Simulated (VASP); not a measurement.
Set up this calculation in VASP 6.6.1, as the native input.

* Task: relaxation of cell and atoms
* Functional: PBE
* Potentials or basis: VASP PAW PBE potentials, release 64 (La)
* Cutoff: 600 eV
* k mesh: 10 × 10 × 10
* Occupations: fermi-dirac, width 0.1 eV
* Spin: no spin polarisation
* Target pressure: 7 GPa
* Dipole correction: no
* Further INCAR settings: ALGO = Normal; EDIFF = 1e-07; IBRION = 2; EDIFFG = -0.005; NSW = 32; ISIF = 3

The structure of La lies in POSCAR:

```
La
1.0
    0.0000000000      3.2162381059      3.2162381059
    3.2162381059      0.0000000000      3.2162381059
    3.2162381059      3.2162381059      0.0000000000
La
2
Direct
   -0.1250000000     -0.1250000000     -0.1250000000
    0.1250000000      0.1250000000      0.1250000000
```

This isn't the form of La at room conditions, which is double hcp.

The input as run:

INCAR

```
SYSTEM = La
  PREC = Accurate
  ENCUT = 600
  EDIFF = 1E-7
  ISMEAR = -1
  SIGMA = 0.1
  LREAL = .False.
  LASPH = .True.
  NELM = 100
  ALGO = Normal
  ISIF = 3
  LWAVE = .False.
  LCHARG = .False.
  GGA = PE
  IBRION = 2
  NSW = 32
  EDIFFG = -0.005
  PSTRESS = 70.0
```

KPOINTS

```
regular mesh
0
Gamma
  10 10 10
  0 0 0
```

Potentials or basis: VASP PAW PBE potentials, release 64 (La).

Run with:

```sh
$ cat potpaw_PBE.64/La/POTCAR > POTCAR
$ mpirun -np 1 vasp_std > vasp.out
```

It gave:

* Relaxed volume: 33.22 Å³/atom
* Relaxed cell: a = 4.546 Å, b = 4.546 Å, c = 4.546 Å, α = 60.00°, β = 60.00°, γ = 60.00°
* Space group after relaxing (to 0.1 Å): Fd-3m (No. 227)
* Energy change on relaxing (the run minimises the enthalpy): +2.0 meV/atom
* Ionic steps: 3
* Pressure after relaxing: 7.0 GPa
* Band gap on the k mesh: zero (bands 11 and 12 overlap by 0.19 eV)

Caveat: the cell is relaxed towards a set pressure, so the run minimises the enthalpy, not the energy; spin-orbit coupling is left out, which moves the levels of the heavy elements.

Wall time 2.6 min on 1 thread of Intel(R) Xeon(R) Platinum 8488C (Sapphire Rapids) (shared host), peak memory 0.24 GiB.
